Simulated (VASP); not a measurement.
# KTaO3: single point with PBE

Crystal: KTaO3.

```
CELL_PARAMETERS angstrom
4.33268 0.00000 0.00000
0.00000 4.33268 0.00000
0.00000 0.00000 3.37949
ATOMIC_POSITIONS crystal
K 0.50000 0.50000 0.50000
Ta 0.00000 0.00000 0.00000
O 0.50000 0.00000 0.00000
O 0.00000 0.50000 0.00000
O 0.00000 0.00000 0.50000
```

This cell differs from its parent crystal: ratio of the length along z to the lengths across it x 0.78, volume and fractional coordinates fixed.

```
Program             : VASP 6.6.1
Task                : single point
Functional          : PBE
Potentials or basis : VASP PAW PBE potentials, release 64 (K_sv, Ta_pv, O)
Cutoff              : 520 eV
k mesh              : 8 × 8 × 8
Occupations         : gaussian, width 0.05 eV
Spin                : no spin polarisation
```

| Item | Value |
| --- | --- |
| Pressure | 33.2 GPa |
| Band gap on the k mesh | 1.64 eV (least direct gap 1.70 eV) |

Stress tensor (GPa, compression positive):
```
-16.57   0.00   0.00
  0.00 -16.57   0.00
  0.00   0.00 132.79
```

Levels at points of the mesh, in eV from the valence-band top:
```tsv
k point	band 16	band 17	band 18	band 19	band 20	band 21	band 22	band 23
(0.00, 0.00, 0.00)	-0.51	-0.51	-0.22	-0.07	1.64	2.09	2.09	4.61
(0.50, 0.00, 0.00)	-1.29	-1.26	-0.93	-0.21	2.14	3.80	3.84	5.04
(0.50, 0.50, 0.00)	-1.47	-1.47	-0.61	-0.18	3.85	3.85	4.75	8.69
(0.00, 0.00, 0.50)	-1.86	-1.41	-0.74	-0.74	2.14	4.97	6.70	7.62
(0.50, 0.00, 0.50)	-1.63	-1.13	-0.81	-0.60	4.00	5.64	7.54	8.15
(0.50, 0.50, 0.50)	-2.52	-0.32	-0.32	0.00	5.02	7.86	8.22	8.22
```

It took 96 s on 1 thread of AMD EPYC 7R13 (shared host), peak memory 0.23 GiB.

Caveat: the stress differs along the axes, from -17 to 133 GPa; spin-orbit coupling is left out, which moves the levels of the heavy elements. A k mesh can miss the band edges.
